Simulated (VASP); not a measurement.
# CuSi16 (a cell with a defect) in VASP: relaxation of the atoms with PBE

Aim: the relaxation of the atoms of CuSi16 (a cell with a defect) with PBE.

Everything below comes from runs of VASP 6.6.1. Logs are shortened: lines on timing, memory, paths and dates and some standing lists are left out, and cuts for length are marked.

### Step 1. The cell of the first run

The cell holds a defect, 17 atoms: a = 7.679 Å, b = 7.679 Å, c = 7.679 Å, α = 60.00°, β = 60.00°, γ = 60.00°.

### Step 2. Relaxation of the atoms, PBE

File INCAR:

```
SYSTEM = CuSi16
PREC = Accurate ; ENCUT = 520
EDIFF = 1E-7 ; ISMEAR = -1
SIGMA = 0.05 ; LREAL = Auto
LASPH = .TRUE. ; NELM = 60
ALGO = Normal ; ISIF = 2
LWAVE = .FALSE. ; LCHARG = .FALSE.
GGA = PE ; IBRION = 2
NSW = 45 ; EDIFFG = -0.08
NELECT = 74.0
```

File KPOINTS:

```
regular mesh
0
G
  2 2 2
  0 0 0
```

File POSCAR:

```
CuSi16
1.0
    0.0000000000      5.4300000000      5.4300000000
    5.4300000000      0.0000000000      5.4300000000
    5.4300000000      5.4300000000      0.0000000000
Si Cu
16 1
Direct
    0.0000000000      0.0000000000      0.0000000000
    0.1250000000      0.1250000000      0.1250000000
    0.0000000000      0.0000000000      0.5000000000
    0.1250000000      0.1250000000      0.6250000000
    0.0000000000      0.5000000000      0.0000000000
    0.1250000000      0.6250000000      0.1250000000
    0.0000000000      0.5000000000      0.5000000000
    0.1250000000      0.6250000000      0.6250000000
    0.5000000000      0.0000000000      0.0000000000
    0.6250000000      0.1250000000      0.1250000000
    0.5000000000      0.0000000000      0.5000000000
    0.6250000000      0.1250000000      0.6250000000
    0.5000000000      0.5000000000      0.0000000000
    0.6250000000      0.6250000000      0.1250000000
    0.5000000000      0.5000000000      0.5000000000
    0.6250000000      0.6250000000      0.6250000000
    0.8163881000      0.8074608000      0.5554581000
```

Potentials or basis: VASP PAW PBE potentials, release 64 (Si, Cu).

The run is started by

```console
$ cat potpaw_PBE.64/Si/POTCAR potpaw_PBE.64/Cu/POTCAR > POTCAR
$ mpirun -np 1 vasp_std > vasp.out
```

OUTCAR:

```text
SYSTEM = CuSi16
   PREC = Accurate
   ENCUT = 520
   EDIFF = 1E-7
   ISMEAR = -1
   LREAL = Auto
   LASPH = .TRUE.
   NELM = 60
   ISIF = 2
   GGA = PE
   IBRION = 2
   NSW = 45
   EDIFFG = -0.08
   NELECT = 74.0

 ion  position               nearest neighbor table
   1  0.000  0.000  0.000-   2 2.35   4 2.35   6 2.35  10 2.35
   2  0.125  0.125  0.125-   1 2.35   3 2.35   5 2.35   9 2.35
   3  0.000  0.000  0.500-  17 2.28   4 2.35   8 2.35  12 2.35   2 2.35
   4  0.125  0.125  0.625-   1 2.35   3 2.35   7 2.35  11 2.35
   5  0.000  0.500  0.000-   2 2.35   6 2.35   8 2.35  14 2.35
   6  0.125  0.625  0.125-   1 2.35   5 2.35   7 2.35  13 2.35
   7  0.000  0.500  0.500-  17 2.20   6 2.35   8 2.35  16 2.35   4 2.35
   8  0.125  0.625  0.625-  17 2.25   5 2.35   7 2.35  15 2.35   3 2.35
   9  0.500  0.000  0.000-   2 2.35  10 2.35  12 2.35  14 2.35
  10  0.625  0.125  0.125-   1 2.35   9 2.35  11 2.35  13 2.35
  11  0.500  0.000  0.500-  17 2.25  10 2.35  12 2.35  16 2.35   4 2.35
  12  0.625  0.125  0.625-  17 2.31   9 2.35  11 2.35  15 2.35   3 2.35
  13  0.500  0.500  0.000-   6 2.35  10 2.35  14 2.35  16 2.35
  14  0.625  0.625  0.125-   5 2.35   9 2.35  13 2.35  15 2.35
  15  0.500  0.500  0.500-   8 2.35  12 2.35  14 2.35  16 2.35
  16  0.625  0.625  0.625-  17 2.22  11 2.35  13 2.35  15 2.35   7 2.35
  17  0.816  0.807  0.555-   7 2.20  16 2.22   8 2.25  11 2.25   3 2.28  12 2.31

  LATTYP: Found a face centered cubic cell.
 ALAT       =    10.8600000000

  Lattice vectors:

 A1 = (   0.0000000000,   5.4300000000,   5.4300000000)
 A2 = (   5.4300000000,   0.0000000000,   5.4300000000)
 A3 = (   5.4300000000,   5.4300000000,   0.0000000000)

Analysis of symmetry for initial positions (statically):
=====================================================================
 Subroutine PRICEL returns:
 Original cell was already a primitive cell.

 Routine SETGRP: Setting up the symmetry group for a
 face centered cubic supercell.

 Subroutine GETGRP returns: Found  1 space group operations
 (whereof  1 operations were pure point group operations)
 out of a pool of 48 trial point group operations.

The static configuration has the point symmetry C_1 .

Analysis of symmetry for dynamics (positions and initial velocities):
=====================================================================
 Subroutine PRICEL returns:
 Original cell was already a primitive cell.

 Routine SETGRP: Setting up the symmetry group for a
 face centered cubic supercell.

 Subroutine GETGRP returns: Found  1 space group operations
 (whereof  1 operations were pure point group operations)
 out of a pool of 48 trial point group operations.

The dynamic configuration has the point symmetry C_1 .

 Subroutine INISYM returns: Found  1 space group operations
 (whereof  1 operations are pure point group operations),
 and found     1 'primitive' translations

----------------------------------------------------------------------------------------

                                     Primitive cell

  volume of cell :     320.2060

  direct lattice vectors                    reciprocal lattice vectors
     0.000000000  5.430000000  5.430000000    -0.092081031  0.092081031  0.092081031
     5.430000000  0.000000000  5.430000000     0.092081031 -0.092081031  0.092081031
     5.430000000  5.430000000  0.000000000     0.092081031  0.092081031 -0.092081031

  length of vectors
     7.679179644  7.679179644  7.679179644     0.159489025  0.159489025  0.159489025

  position of ions in fractional coordinates (direct lattice)
     0.000000000  0.000000000  0.000000000
     0.125000000  0.125000000  0.125000000
     0.000000000  0.000000000  0.500000000
     0.125000000  0.125000000  0.625000000
     0.000000000  0.500000000  0.000000000
     0.125000000  0.625000000  0.125000000
[... 9 lines left out ...]
     0.625000000  0.625000000  0.625000000
     0.816388100  0.807460800  0.555458100

  ion indices of the primitive-cell ions
   primitive index   ion index
                 1           1
                 2           2
                 3           3
                 4           4
                 5           5
                 6           6
[... 9 lines left out ...]
                16          16
                17          17

----------------------------------------------------------------------------------------

 KPOINTS: regular mesh

Automatic generation of k-mesh.
 Grid dimensions read from file:
 generate k-points for:    2    2    2

 Generating k-lattice:

  Cartesian coordinates                     Fractional coordinates (reciprocal lattice)
    -0.046040516  0.046040516  0.046040516     0.500000000  0.000000000  0.000000000
     0.046040516 -0.046040516  0.046040516     0.000000000  0.500000000  0.000000000
     0.046040516  0.046040516 -0.046040516     0.000000000  0.000000000  0.500000000

  Length of vectors
     0.079744512  0.079744512  0.079744512

  Shift w.r.t. Gamma in fractional coordinates (k-lattice)
     0.000000000  0.000000000  0.000000000

 Subroutine IBZKPT returns following result:
 ===========================================

 Found      8 irreducible k-points:

 Following reciprocal coordinates:
            Coordinates               Weight
  0.000000  0.000000  0.000000      1.000000
  0.500000  0.000000  0.000000      1.000000
  0.000000  0.500000  0.000000      1.000000
  0.000000  0.000000  0.500000      1.000000
  0.500000  0.500000  0.500000      1.000000
  0.500000  0.500000  0.000000      1.000000
  0.000000  0.500000  0.500000      1.000000
  0.500000  0.000000  0.500000      1.000000
   k-points           NKPTS =      8   k-points in BZ     NKDIM =      8   number of bands    NBANDS=     46
   number of dos      NEDOS =    301   number of ions     NIONS =     17
   total plane-waves  NPLWV = 216000
   dimension x,y,z NGX =    60 NGY =   60 NGZ =   60
   dimension x,y,z NGXF=   120 NGYF=  120 NGZF=  120
   ions per type =              16   1
   NGX,Y,Z   is equivalent  to a cutoff of  12.99, 12.99, 12.99 a.u.
   NGXF,Y,Z  is equivalent  to a cutoff of  25.98, 25.98, 25.98 a.u.
 SYSTEM =  CuSi16
   PREC   = accura    normal or accurate (medium, high low for compatibility)
   ISTART =      0    job   : 0-new  1-cont  2-samecut
   ICHARG =      2    charge: 1-file 2-atom 10-const
   ISPIN  =      1    spin polarized calculation?
   LNONCOLLINEAR =      F non collinear calculations
   LSORBIT =      F    spin-orbit coupling
   LASPH  =      T    aspherical Exc in radial PAW
   ENCUT  =  520.0 eV  38.22 Ry    6.18 a.u.  14.28 14.28 14.28*2*pi/ulx,y,z
   NELM   =     60;   NELMIN=  2; NELMDL= -5     # of ELM steps
   EDIFF  = 0.1E-06   stopping-criterion for ELM
   LREAL  =      T    real-space projection
   EDIFFG = -.8E-01   stopping-criterion for IOM
   NSW    =     45    number of steps for IOM
   IBRION =      2    ionic relax: 0-MD 1-quasi-New 2-CG
   NFREE  =      1    steps in history (QN), initial steepest desc. (CG)
   ISIF   =      2    stress and relaxation
   ISYM   =      2    0-nonsym 1-usesym 2-fastsym
   POTIM  = 0.5000    time-step for ionic-motion
   TEBEG  =    0.0;   TEEND  =   0.0 temperature during run
   PSTRESS=    0.0 pullay stress
   NELECT =      74.0000    total number of electrons
   NUPDOWN=      -1.0000    fix difference up-down
   EMIN   =  10.00;   EMAX   =-10.00  energy-range for DOS
   EFERMI =   0.00;   METHOD = LEGACY
   ISMEAR =    -1;   SIGMA  =   0.05  broadening in eV -4-tet -1-fermi 0-gaus
   EFERMI_NEDOS =   21; number of points for ismear=-14 and -15
   IALGO  =     38    algorithm
   IMIX   =      4    mixing-type and parameters
     AMIX     =   0.40;   BMIX     =  1.00
     AMIX_MAG =   1.60;   BMIX_MAG =  1.00
  volume/ion in A,a.u.               =      18.84       127.11
  Fermi-wavevector in a.u.,A,eV,Ry     =   1.004636  1.898488 13.732283  1.009294
  Thomas-Fermi vector in A             =   2.137265
   LORBIT       =      0    0 simple, 1 ext, 2 COOP (PROOUT), +10 PAW based schemes
   GGA     = PE    functional components
   LHFCALC =     F    Hartree Fock is set to
   AEXX    =    0.0000 exact exchange contribution
   IVDW    =     0    specifies the selected vdW correction
   LEPSILON=     F    determine dielectric tensor
   LRPA    =     F    only Hartree local field effects (RPA)
 conjugate gradient relaxation of ions
 non-spin polarized calculation
  energy-cutoff  :      520.00
  volume of cell :      320.21
 maximum number of plane-waves:      8646
 NGX is ok and might be reduce to    60
   NGX = 29   NGY = 29   NGZ = 29

--------------------------------------- Ionic step        1  -------------------------------------------

 number of electron      74.0000005 magnetization

 Free energy of the ion-electron system (eV)
  ---------------------------------------------------
  ext. energy  EPLUGINS =         0.00000000
  ---------------------------------------------------
  free energy    TOTEN  =       -93.55771991 eV

  energy without entropy =      -93.53028524  energy(sigma->0) =      -93.54400257

------------------------ aborting loop because EDIFF is reached ----------------------------------------

  FORCE on cell =-STRESS in cart. coord.  units (eV):
  Direction    XX          YY          ZZ          XY          YZ          ZX
  --------------------------------------------------------------------------------------
  -------------------------------------------------------------------------------------
  Total        2.3925920      2.2842510      2.3459677     -2.3154044      2.2310816      2.3008782
  in kB       11.9715324     11.4294393     11.7382441    -11.5853179     11.1634017     11.5126349
  external PRESSURE =      11.7130719 kB  Pullay stress =       0.0000000 kB
[... 134 lines left out ...]
  FREE ENERGIE OF THE ION-ELECTRON SYSTEM (eV)
  ---------------------------------------------------
  free  energy   TOTEN  =       -94.0051727494 eV

  energy  without entropy=      -93.9782820843  energy(sigma->0) =      -93.99172742

[... ionic steps 4 to 13 ...]

--------------------------------------- Ionic step       14  -------------------------------------------

 number of electron      74.0000002 magnetization

------------------------ aborting loop because EDIFF is reached ----------------------------------------

  FORCE on cell =-STRESS in cart. coord.  units (eV):
  Direction    XX          YY          ZZ          XY          YZ          ZX
  --------------------------------------------------------------------------------------
  -------------------------------------------------------------------------------------
  Total       -1.0269957     -1.0211287     -1.0217403      0.2334193     -0.1892811     -0.2286364
  in kB       -5.1386583     -5.1093023     -5.1123622      1.1679329     -0.9470839     -1.1440012
  external PRESSURE =      -5.1201076 kB  Pullay stress =       0.0000000 kB
[... 87 lines left out ...]
  energy  without entropy=      -94.1550411516  energy(sigma->0) =      -94.16885483

--------------------------------------- Ionic step       16  -------------------------------------------

 number of electron      74.0000003 magnetization

 Free energy of the ion-electron system (eV)
  ---------------------------------------------------
  ext. energy  EPLUGINS =         0.00000000
  ---------------------------------------------------
  free energy    TOTEN  =       -94.18371754 eV

  energy without entropy =      -94.15657992  energy(sigma->0) =      -94.17014873

 E-fermi :   6.4194     XC(G=0):  -9.6159

 val. band max:        6.2806073695   @ k =   0.0000   0.0000   0.0000
 cond. band min:       6.4461456172   @ k =   0.0000   0.0000   0.0000
 fundamental gap:      0.1655382477
 Fermi energy:         6.4193975475

 k-point     1 :       0.0000    0.0000    0.0000
  band No.  band energies     occupation
      1      -5.8978      2.00000
      2      -3.5514      2.00000
      3      -3.4950      2.00000
      4      -3.4942      2.00000
      5      -3.4768      2.00000
      6      -1.9450      2.00000
[... 425 lines left out ...]
  FREE ENERGIE OF THE ION-ELECTRON SYSTEM (eV)
  ---------------------------------------------------
  free  energy   TOTEN  =       -94.1837175357 eV

  energy  without entropy=      -94.1565799243  energy(sigma->0) =      -94.17014873

 reached required accuracy - stopping structural energy minimisation
```

It took 25 min on 1 thread of Intel Xeon Platinum 8488C (Sapphire Rapids), shared host; peak memory 0.56 GiB.

What came out:

```yaml
Free_energy: -94.1837 eV
Energy_gained_by_relaxing: 36.8 meV/atom
Ionic_steps: 16
Largest_force_after_relaxing: 0.072 eV/Å
```

Forces in eV/Å, atoms in the order of the input:
```
Si  -0.014 -0.006  0.004
Si   0.010  0.007  0.003
Si   0.002  0.009  0.005
Si   0.013 -0.008  0.015
Si   0.008  0.007 -0.004
Si   0.001  0.008 -0.006
Si   0.008  0.007 -0.014
Si  -0.005 -0.009 -0.013
Si   0.010  0.006 -0.004
Si   0.009 -0.004 -0.006
Si   0.001 -0.002 -0.015
Si  -0.003  0.005 -0.008
Si   0.008  0.004 -0.004
Si  -0.006  0.005 -0.011
Si   0.012  0.000  0.008
Si  -0.004  0.010  0.015
Cu  -0.050 -0.039  0.034
```

The path:
| step | energy change (eV) | largest force (eV/Å) | pressure (GPa) |
| --- | --- | --- | --- |
| 1 | 0.0000 | 2.1194 | 1.17 |
| 2 | -0.4472 | 0.6441 | 0.27 |
| 3 | -0.4475 | 0.6402 | 0.28 |
| 4 | -0.4938 | 0.3574 | 0.22 |
| 5 | -0.4993 | 0.3688 | 0.19 |
| 6 | -0.5218 | 0.1730 | 0.15 |
| 7 | -0.5308 | 0.2886 | 0.11 |
| 8 | -0.5492 | 0.2452 | 0.06 |
| 9 | -0.5894 | 0.1931 | -0.11 |
| 10 | -0.5974 | 0.4248 | -0.52 |
| 11 | -0.6061 | 0.2365 | -0.34 |
| 12 | -0.6230 | 0.0834 | -0.49 |
| 13 | -0.6230 | 0.0833 | -0.50 |
| 14 | -0.6247 | 0.0955 | -0.51 |
| 15 | -0.6249 | 0.1082 | -0.51 |
| 16 | -0.6260 | 0.0723 | -0.53 |

Final structure:
```
Si Cu
1.0
     0.00000    5.43000    5.43000
     5.43000    0.00000    5.43000
     5.43000    5.43000    0.00000
Si Cu
16 1
Direct
  0.98756 0.98722 0.03746
  0.12620 0.12569 0.13284
  0.00689 0.00661 0.50475
  0.11177 0.11065 0.66543
  0.00999 0.49834 0.99267
  0.12611 0.61459 0.13293
  0.00724 0.48061 0.50480
  0.14287 0.61757 0.62135
  0.49881 0.00949 0.99266
  0.61504 0.12566 0.13288
  0.48145 0.00670 0.50474
  0.61805 0.14236 0.62132
  0.49875 0.49832 0.99271
  0.63670 0.63629 0.09013
  0.51268 0.51210 0.46213
  0.61793 0.61749 0.62137
  0.81834 0.81776 0.54529
```

Levels at points of the mesh, in eV from the Fermi level:
| k point | band 35 | band 36 | band 37 | band 38 | band 39 | band 40 |
| --- | --- | --- | --- | --- | --- | --- |
| (0.00, 0.00, 0.00) | -0.53 | -0.14 | 0.03 | 0.03 | 0.03 | 0.56 |
| (0.50, 0.00, 0.00) | -1.00 | -0.92 | -0.74 | 0.66 | 1.02 | 1.09 |
| (0.00, 0.50, 0.00) | -1.00 | -0.92 | -0.74 | 0.66 | 1.02 | 1.09 |
| (0.00, 0.00, 0.50) | -0.93 | -0.53 | -0.53 | 0.56 | 0.97 | 1.45 |
| (0.50, 0.50, 0.50) | -1.00 | -0.92 | -0.74 | 0.66 | 1.02 | 1.09 |
| (0.50, 0.50, 0.00) | -1.49 | -1.47 | -1.17 | 0.72 | 0.81 | 1.87 |
| (0.00, 0.50, 0.50) | -1.49 | -1.47 | -1.17 | 0.71 | 0.81 | 1.87 |
| (0.50, 0.00, 0.50) | -1.49 | -1.47 | -1.17 | 0.71 | 0.81 | 1.87 |

Caveat: the k points lie up to 0.50 Å⁻¹ apart; the cell carries a net charge on a neutralising background, which shifts energy and pressure; the cell is charged against a uniform background, so pressure and absolute levels hang on convention; the relaxation stopped at a loose force limit of 0.08 eV/Å, so its end isn't a converged minimum.
